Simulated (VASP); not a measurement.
A run of VASP 6.6.1 is set up as follows.

File INCAR:

```
  PREC = Accurate
  ENCUT = 520
  EDIFF = 1E-6
  ISMEAR = -1
  SIGMA = 0.08
  LREAL = F
  LASPH = T
  NELM = 60
  ALGO = Normal
  ISIF = 2
  LWAVE = F
  LCHARG = F
  GGA = PE
  NBANDS = 15
```

Contents of KPOINTS:

```
regular mesh
0
Gamma
  15 15 15
```

Contents of POSCAR:

```
TaN
1.0
    0.0000000000      2.2085116747      2.2085116747
    2.2085116747      0.0000000000      2.2085116747
    2.2085116747      2.2085116747      0.0000000000
Ta N
1 1
Direct
    0.0000000000      0.0000000000      0.0000000000
    0.5000000000      0.5000000000      0.5000000000
```

Potentials or basis: VASP PAW PBE potentials, release 64 (Ta_pv, N).

Command:

```bash
$ cat potpaw_PBE.64/Ta_pv/POTCAR potpaw_PBE.64/N/POTCAR > POTCAR
$ mpirun -np 1 vasp_std > vasp.out
```

Task: Estimate the pressure.

Result: 0.8 GPa.

Task: Estimate the band gap on the k mesh.

Result: Zero (band 8 reaches 11.17 eV, above the bottom of band 9 at 7.33 eV).

Caveat: spin-orbit coupling is left out, which moves the levels of the heavy elements.
